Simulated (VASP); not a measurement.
# C in VASP: single point with PBE+D3(BJ)

Aim: the single point of C with PBE+D3(BJ).

All numbers are computed with VASP 6.6.1; they aren't measurements. Logs are shortened: lines on timing, memory, paths and dates and some standing lists are left out, and cuts for length are marked.

## 1. The cell of the first run

The cell holds a slab with vacuum, 4 atoms: a = 2.466 Å, b = 2.466 Å, c = 17.500 Å, α = 90.00°, β = 90.00°, γ = 120.00°.

## 2. Single point, PBE+D3(BJ)

INCAR reads:

```
SYSTEM = C
PREC = Accurate
ENCUT = 520
EDIFF = 1E-6
ISMEAR = 0
SIGMA = 0.1
LREAL = .FALSE.
LASPH = .TRUE.
NELM = 100
ALGO = Normal
ISIF = 2
LWAVE = .FALSE.
LCHARG = .FALSE.
LDIPOL = .TRUE.
IDIPOL = 3
DIPOL = 0.5 0.5 0.345
GGA = PE
IVDW = 12
NBANDS = 16
```

KPOINTS reads:

```
regular mesh
0
G
  15 15 1
  0 0 0
```

POSCAR reads:

```
C
1.0
    2.4656677093      0.0000000000      0.0000000000
   -1.2328338546      2.1353308736      0.0000000000
    0.0000000000      0.0000000000     17.5000661151
C
4
Direct
    0.6666666667      0.3333333333      0.2571437747
    0.3333333333      0.6666666667      0.2571418857
    1.3333333333      0.6666666667      0.4320021459
    1.6666666667      0.3333333333      0.4320002569
```

Potentials or basis: VASP PAW PBE potentials, release 64 (C).

On the command line:

```bash
> cat potpaw_PBE.64/C/POTCAR > POTCAR
> mpirun -np 1 vasp_std > vasp.out
```

OUTCAR:

```text
SYSTEM = C
   PREC = Accurate
   ENCUT = 520
   EDIFF = 1E-6
   ISMEAR = 0
   LREAL = .FALSE.
   LASPH = .TRUE.
   NELM = 100
   ISIF = 2
   GGA = PE
   IVDW = 12
 IVDW          = 12

 ion  position               nearest neighbor table
   1  0.667  0.333  0.257-   2 1.42   2 1.42   2 1.42
   2  0.333  0.667  0.257-   1 1.42   1 1.42   1 1.42
   3  0.333  0.667  0.432-   4 1.42   4 1.42   4 1.42
   4  0.667  0.333  0.432-   3 1.42   3 1.42   3 1.42

  LATTYP: Found a hexagonal cell.
 ALAT       =     2.4656677093
 C/A-ratio  =     7.0974957611

  Lattice vectors:

 A1 = (   2.4656677093,   0.0000000000,   0.0000000000)
 A2 = (  -1.2328338546,   2.1353308736,   0.0000000000)
 A3 = (   0.0000000000,   0.0000000000,  17.5000661151)

Analysis of symmetry for initial positions (statically):
=====================================================================
 Subroutine PRICEL returns:
 Original cell was already a primitive cell.

 Routine SETGRP: Setting up the symmetry group for a
 hexagonal supercell.

 Subroutine GETGRP returns: Found 24 space group operations
 (whereof 12 operations were pure point group operations)
 out of a pool of 24 trial point group operations.

The static configuration has the point symmetry C_6v.
 The point group associated with its full space group is D_6h.

Analysis of symmetry for dynamics (positions and initial velocities):
=====================================================================
 Subroutine PRICEL returns:
 Original cell was already a primitive cell.

 Routine SETGRP: Setting up the symmetry group for a
 hexagonal supercell.

 Subroutine GETGRP returns: Found 24 space group operations
 (whereof 12 operations were pure point group operations)
 out of a pool of 24 trial point group operations.

The dynamic configuration has the point symmetry C_6v.
 The point group associated with its full space group is D_6h.

 Subroutine INISYM returns: Found 24 space group operations
 (whereof 12 operations are pure point group operations),
 and found     1 'primitive' translations

----------------------------------------------------------------------------------------

                                     Primitive cell

  volume of cell :      92.1381

  direct lattice vectors                    reciprocal lattice vectors
     2.465667709  0.000000000  0.000000000     0.405569654  0.234155749  0.000000000
    -1.232833855  2.135330874  0.000000000     0.000000000  0.468311498  0.000000000
     0.000000000  0.000000000 17.500066115     0.000000000  0.000000000  0.057142641

  length of vectors
     2.465667709  2.465667709 17.500066115     0.468311498  0.468311498  0.057142641

  position of ions in fractional coordinates (direct lattice)
     0.666666667  0.333333333  0.257143775
     0.333333333  0.666666667  0.257141886
     0.333333333  0.666666667  0.432002146
     0.666666667  0.333333333  0.432000257

  ion indices of the primitive-cell ions
   primitive index   ion index
                 1           1
                 2           2
                 3           3
                 4           4

----------------------------------------------------------------------------------------

 KPOINTS: regular mesh

Automatic generation of k-mesh.
 Grid dimensions read from file:
 generate k-points for:   15   15    1

 Generating k-lattice:

  Cartesian coordinates                     Fractional coordinates (reciprocal lattice)
     0.027037977  0.015610383  0.000000000     0.066666667  0.000000000  0.000000000
     0.000000000  0.031220767  0.000000000     0.000000000  0.066666667  0.000000000
     0.000000000  0.000000000  0.057142641     0.000000000  0.000000000  1.000000000

  Length of vectors
     0.031220767  0.031220767  0.057142641

  Shift w.r.t. Gamma in fractional coordinates (k-lattice)
     0.000000000  0.000000000  0.000000000

 Subroutine IBZKPT returns following result:
 ===========================================

 Found     27 irreducible k-points:

 Following reciprocal coordinates:
            Coordinates               Weight
  0.000000  0.000000  0.000000      1.000000
  0.066667  0.000000  0.000000      6.000000
  0.133333  0.000000  0.000000      6.000000
  0.200000  0.000000  0.000000      6.000000
  0.266667  0.000000  0.000000      6.000000
  0.333333 -0.000000  0.000000      6.000000
[... 16 lines left out ...]
  0.333333  0.200000  0.000000     12.000000
  0.400000  0.200000  0.000000      6.000000
 [... further k-points ...]
   k-points           NKPTS =     27   k-points in BZ     NKDIM =     27   number of bands    NBANDS=     16
   number of dos      NEDOS =    301   number of ions     NIONS =      4
   total plane-waves  NPLWV =  45360
   dimension x,y,z NGX =    18 NGY =   18 NGZ =  140
   dimension x,y,z NGXF=    36 NGYF=   36 NGZF=  280
   ions per type =               4
   NGX,Y,Z   is equivalent  to a cutoff of  12.14, 12.14, 13.30 a.u.
   NGXF,Y,Z  is equivalent  to a cutoff of  24.27, 24.27, 26.60 a.u.
 SYSTEM =  C
   PREC   = accura    normal or accurate (medium, high low for compatibility)
   ISTART =      0    job   : 0-new  1-cont  2-samecut
   ICHARG =      2    charge: 1-file 2-atom 10-const
   ISPIN  =      1    spin polarized calculation?
   LNONCOLLINEAR =      F non collinear calculations
   LSORBIT =      F    spin-orbit coupling
   LASPH  =      T    aspherical Exc in radial PAW
   ENCUT  =  520.0 eV  38.22 Ry    6.18 a.u.   4.58  4.58 32.54*2*pi/ulx,y,z
   NELM   =    100;   NELMIN=  2; NELMDL= -5     # of ELM steps
   EDIFF  = 0.1E-05   stopping-criterion for ELM
   LREAL  =      F    real-space projection
   EDIFFG = 0.1E-04   stopping-criterion for IOM
   NSW    =      0    number of steps for IOM
   IBRION =     -1    ionic relax: 0-MD 1-quasi-New 2-CG
   NFREE  =      0    steps in history (QN), initial steepest desc. (CG)
   ISIF   =      2    stress and relaxation
   ISYM   =      2    0-nonsym 1-usesym 2-fastsym
   POTIM  = 0.5000    time-step for ionic-motion
   TEBEG  =    0.0;   TEEND  =   0.0 temperature during run
   PSTRESS=    0.0 pullay stress
   NELECT =      16.0000    total number of electrons
   NUPDOWN=      -1.0000    fix difference up-down
   EMIN   =  10.00;   EMAX   =-10.00  energy-range for DOS
   EFERMI =   0.00;   METHOD = LEGACY
   ISMEAR =     0;   SIGMA  =   0.10  broadening in eV -4-tet -1-fermi 0-gaus
   EFERMI_NEDOS =   21; number of points for ismear=-14 and -15
   IALGO  =     38    algorithm
   IMIX   =      4    mixing-type and parameters
     AMIX     =   0.40;   BMIX     =  1.00
     AMIX_MAG =   1.60;   BMIX_MAG =  1.00
  volume/ion in A,a.u.               =      23.03       155.44
  Fermi-wavevector in a.u.,A,eV,Ry     =   0.913345  1.725972 11.349976  0.834200
  Thomas-Fermi vector in A             =   2.037846
   LORBIT       =      0    0 simple, 1 ext, 2 COOP (PROOUT), +10 PAW based schemes
   GGA     = PE    functional components
   LHFCALC =     F    Hartree Fock is set to
   AEXX    =    0.0000 exact exchange contribution
   IVDW    =    12    specifies the selected vdW correction
   LEPSILON=     F    determine dielectric tensor
   LRPA    =     F    only Hartree local field effects (RPA)
 non-spin polarized calculation
 Gauss-broadening in eV      SIGMA  =   0.10
  energy-cutoff  :      520.00
  volume of cell :       92.14
 maximum number of plane-waves:      2521
   NGX =  9   NGY =  9   NGZ = 65

 dipolmoment           0.000000      0.000000      0.000216 electrons x Angstroem

 number of electron      15.9999998 magnetization

 dipolmoment           0.000000      0.000000     -0.000129 electrons x Angstroem

 Free energy of the ion-electron system (eV)
  ---------------------------------------------------
  ext. energy  EPLUGINS =         0.00000000
  ---------------------------------------------------
  free energy    TOTEN  =       -36.75058341 eV

  energy without entropy =      -36.75058341  energy(sigma->0) =      -36.75058341

 E-fermi :  -0.9304     XC(G=0):  -4.3672

 val. band max:       -1.3576835863   @ k =   0.3333   0.2667   0.0000
 cond. band min:      -0.3763732117   @ k =   0.3333   0.2667   0.0000
 fundamental gap:      0.9813103745
 Fermi energy:        -0.9304495460

 k-point     1 :       0.0000    0.0000    0.0000
  band No.  band energies     occupation
      1     -20.5405      2.00000
      2     -20.2386      2.00000
      3      -9.2138      2.00000
      4      -7.6933      2.00000
      5      -3.9150      2.00000
      6      -3.9150      2.00000
[... 8 lines left out ...]
     15       7.3988      0.00000
     16       7.5115      0.00000

 k-point     2 :       0.0667    0.0000    0.0000
  band No.  band energies     occupation
      1     -20.4346      2.00000
      2     -20.1343      2.00000
      3      -9.0866      2.00000
      4      -7.5706      2.00000
      5      -4.3442      2.00000
      6      -4.2897      2.00000
[... 8 lines left out ...]
     15       7.5680      0.00000
     16       7.8511      0.00000

 k-point     3 :       0.1333    0.0000    0.0000
  band No.  band energies     occupation
      1     -20.1174      2.00000
      2     -19.8220      2.00000
      3      -8.7071      2.00000
      4      -7.2049      2.00000
      5      -5.4835      2.00000
      6      -5.4085      2.00000
[... 8 lines left out ...]
     15       7.6048      0.00000
     16       8.8731      0.00000
[... 362 lines left out ...]
 k-point    23 :       0.3333    0.2000    0.0000
  band No.  band energies     occupation
      1     -15.5762      2.00000
      2     -15.3464      2.00000
      3     -12.5963      2.00000
      4     -12.4172      2.00000
      5      -9.6271      2.00000
      6      -9.5077      2.00000
[... 8 lines left out ...]
     15      10.2572      0.00000
     16      11.0354      0.00000

 k-point    24 :       0.4000    0.2000    0.0000
  band No.  band energies     occupation
      1     -14.6455      2.00000
      2     -14.4225      2.00000
      3     -13.6371      2.00000
      4     -13.4496      2.00000
      5      -9.7606      2.00000
      6      -9.6398      2.00000
[... 8 lines left out ...]
     15      11.1142      0.00000
     16      11.3956      0.00000

 [... further k-points ...]

------------------------ aborting loop because EDIFF is reached ----------------------------------------

 vacuum level on the upper side and lower side of the slab       (xc-potential included)        -0.159        -0.152

 Edisp (eV)   -0.50967

 E8    (eV) :    -0.1539

  FORCE on cell =-STRESS in cart. coord.  units (eV):
  Direction    XX          YY          ZZ          XY          YZ          ZX
  --------------------------------------------------------------------------------------
  -------------------------------------------------------------------------------------
  Total      -0.06773    -0.06773     1.29912    -0.00000     0.00000    -0.00000
  in kB      -1.17771    -1.17771    22.59023    -0.00000     0.00000    -0.00000
  external pressure =        6.74 kB  Pullay stress =        0.00 kB

 VOLUME and BASIS-vectors are now :
 -----------------------------------------------------------------------------
  energy-cutoff  :      520.00
  volume of cell :       92.14
      direct lattice vectors                 reciprocal lattice vectors
     2.465667709  0.000000000  0.000000000     0.405569654  0.234155749  0.000000000
    -1.232833855  2.135330874  0.000000000     0.000000000  0.468311498  0.000000000
     0.000000000  0.000000000 17.500066115     0.000000000  0.000000000  0.057142641

 POSITION                                       TOTAL-FORCE (eV/Angst)
 -----------------------------------------------------------------------------------
      1.23283      0.71178      4.50003        -0.000000      0.000000     -0.216402
     -0.00000      1.42355      4.50000         0.000000     -0.000000     -0.216402
     -0.00000      1.42355      7.56007         0.000000     -0.000000      0.216402
      1.23283      0.71178      7.56003        -0.000000      0.000000      0.216402
 -----------------------------------------------------------------------------------
    total drift:                               -0.000000     -0.000000     -0.029512

  FREE ENERGIE OF THE ION-ELECTRON SYSTEM (eV)
  ---------------------------------------------------
  free  energy   TOTEN  =       -37.2602525409 eV

  energy  without entropy=      -37.2602525409  energy(sigma->0) =      -37.26025254

 vacuum level on the upper side and lower side of the slab         3.364         3.369
```

It took 21 s on 1 thread of Intel Xeon 6975P-C (Granite Rapids), shared host; peak memory 0.2 GiB.

Results:

```yaml
Free_energy: -37.2603 eV
Largest_force: 0.216 eV/Å
Band_gap_on_the_k_mesh: 0.98 eV, direct
Dispersion_energy_per_atom: -0.127 eV
```

Forces on the atoms (eV/Å):
```
C    0.000  0.000 -0.216
C    0.000  0.000 -0.216
C    0.000  0.000  0.216
C    0.000  0.000  0.216
```

Levels at points of the mesh, in eV from the valence-band top:
```csv
k point,band 4,band 5,band 6,band 7,band 8,band 9,band 10,band 11,band 12,band 13
"(0.00, 0.00, 0.00)",-6.34,-2.56,-2.56,-2.51,-2.51,4.01,4.43,5.35,7.01,7.68
```
